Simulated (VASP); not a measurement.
Wanted: the native input for a VASP 6.6.1 run.

```
Task                   : single point
Functional             : PBEsol
Potentials or basis    : VASP PAW PBE potentials, release 64 (Ir)
Cutoff                 : 520 eV
k mesh                 : 18 × 18 × 18
Occupations            : gaussian, width 0.1 eV
Spin                   : no spin polarisation
Dipole correction      : no
Further INCAR settings : ALGO = Normal; EDIFF = 1e-06; NBANDS = 10
```

The structure of Ir lies in POSCAR:

```
Ir
1.0
    0.0000000000      1.9151529686      1.9151529686
    1.9151529686      0.0000000000      1.9151529686
    1.9151529686      1.9151529686      0.0000000000
Ir
1
Direct
    0.0000000000      0.0000000000      0.0000000000
```

One way to write it, as run:

INCAR

```
PREC = Accurate
ENCUT = 520
EDIFF = 1E-6
ISMEAR = 0
SIGMA = 0.1
LREAL = False
LASPH = True
NELM = 80
ALGO = Normal
ISIF = 2
LWAVE = False
LCHARG = False
GGA = PS
NBANDS = 10
```

KPOINTS

```
regular mesh
0
Gamma
  18 18 18
```

Potentials or basis: VASP PAW PBE potentials, release 64 (Ir).

The run is started by

```console
$ cat potpaw_PBE.64/Ir/POTCAR > POTCAR
$ mpirun -np 1 vasp_std > vasp.out
```

It gave:

| Property | Result |
| --- | --- |
| Pressure | 1.0 GPa |

Caveat: the PAW data sets were made with another functional, which shifts forces and pressure a little.

It took 46 s on 1 thread of AMD EPYC 7R13, on a shared host, peak memory 0.12 GiB.
